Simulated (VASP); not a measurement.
A run of VASP 6.6.1:

INCAR

```
PREC = Accurate
ENCUT = 520
EDIFF = 1E-6
ISMEAR = 0
SIGMA = 0.01
LREAL = F
LASPH = T
NELM = 80
ALGO = Normal
ISIF = 2
LWAVE = F
LCHARG = F
GGA = PE
NBANDS = 16
```

The input KPOINTS:

```
Automatic mesh
0
Gamma
  8 8 6
```

The input POSCAR:

```
AlBAs2
1.0
    3.6608835438      0.0000000000      0.0000000000
    0.0000000000      3.6608835438      0.0000000000
    0.0000000000      0.0000000000      5.4129838009
B As Al
1 2 1
Direct
    0.0000000000      0.0000000000      0.0000000000
    0.0000000000      0.5000000000      0.2128693899
    0.5000000000      0.0000000000      0.7871306101
    0.5000000000      0.5000000000      0.5000000000
```

Potentials or basis: VASP PAW PBE potentials, release 64 (B, As, Al).

Command:

```bash
$ cat potpaw_PBE.64/B/POTCAR potpaw_PBE.64/As/POTCAR potpaw_PBE.64/Al/POTCAR > POTCAR
$ mpirun -np 1 vasp_std > vasp.out
```

Hardware: 1 thread of AMD EPYC 7R13, on a shared host.

Question: How long does it take, and how much memory?

Answer: Run time: 75 s on 1 thread of AMD EPYC 7R13 (shared host), peak memory 0.2 GiB. Counts: scf iterations 13, k points 60.
